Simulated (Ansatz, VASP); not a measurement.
## One calculation of Pd4Pt, two programs

```
Pd Pt
1.0
     3.80332    0.00000    0.00000
     0.00000    3.80332    0.00000
     0.00000    0.00000    6.23089
Pd Pt
4 1
Direct
  0.00000 0.50000 0.79038
  0.50000 0.00000 0.79038
  0.00000 0.50000 0.20962
  0.50000 0.00000 0.20962
  0.50000 0.50000 0.50000
```

Alike in both runs: functional PBE; k mesh 4 × 4 × 3; occupations gaussian, width 0.2 eV; no spin polarisation.

Ansatz relaxed the structure, and its values are those at the end. VASP's run is a single point on that final structure, the one shown.

|  | VASP | Ansatz |
| --- | --- | --- |
| version | VASP 6.6.1 | Ansatz 0.2.0 |
| potentials or method | VASP PAW PBE potentials, release 64 (Pd, Pt), cutoff 520 eV | scalar-relativistic, plane waves, PAW |
| valence electrons in the cell | 50 | 90 |

Ansatz gave:

```
gap on the k mesh at the Fermi level (eV) : none
pressure (GPa)                            : 0.1
```

Question: What did VASP give for the same quantities?

Answer: gap on the k mesh at the Fermi level (eV): none; pressure (GPa): -0.3.

A gap of «none» marks a metal or a gap that the smearing closes. With one functional, cell and mesh, what is left measures potentials, basis and numerics. VASP's potentials hold 50 valence electrons a cell and Ansatz's 90, so a difference there can come from the potentials and not from the codes.

The k mesh is coarse, so the values compare programs but aren't converged. Neither program's run includes spin-orbit coupling.
